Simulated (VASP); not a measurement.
A run of VASP 6.6.1 is set up as follows.

INCAR

```
ALGO     = Normal         # electronic algorithm
EDIFF    = 1E-6           # SCF threshold, eV
ENCUT    = 520            # plane-wave cutoff, eV
GGA      = PS             # functional
ISIF     = 2              # what is computed and relaxed
ISMEAR   = 0              # smearing method
LASPH    = T              # aspherical terms in the spheres
LCHARG   = F              # write CHGCAR
LREAL    = F              # projectors in reciprocal space
LWAVE    = F              # write WAVECAR
NBANDS   = 11             # bands
NELM     = 60             # most SCF steps
PREC     = Accurate       # precision mode
SIGMA    = 0.03           # smearing width, eV
```

Contents of KPOINTS:

```
k-points
0
Gamma
  10 10 10
```

The input POSCAR:

```
Sr
1.0
    0.0000000000      2.8522031250      3.0423500000
    3.2324968750      0.0000000000      3.0423500000
    3.2324968750      2.8522031250      0.0000000000
Sr
1
Direct
    0.0000000000      0.0000000000      0.0000000000
```

Potentials or basis: VASP PAW PBE potentials, release 64 (Sr_sv).

Run with:

```console
$ cat potpaw_PBE.64/Sr_sv/POTCAR > POTCAR
$ mpirun -np 1 vasp_std > vasp.out
```

Estimate the pressure.

-0.9 GPa.

What does it give for the band gap on the k mesh?

Zero (bands 5 and 6 overlap by 0.09 eV).

Stress tensor (GPa, compression positive):
```
-1.30  0.00  0.00
 0.00 -0.74  0.00
 0.00  0.00 -0.67
```

Caveat: the cell differs from its parent crystal (strain +0.0625 x Voigt [1, -1, 0, 0, 0, 0]); the PAW data sets were made with another functional, which shifts forces and pressure a little.
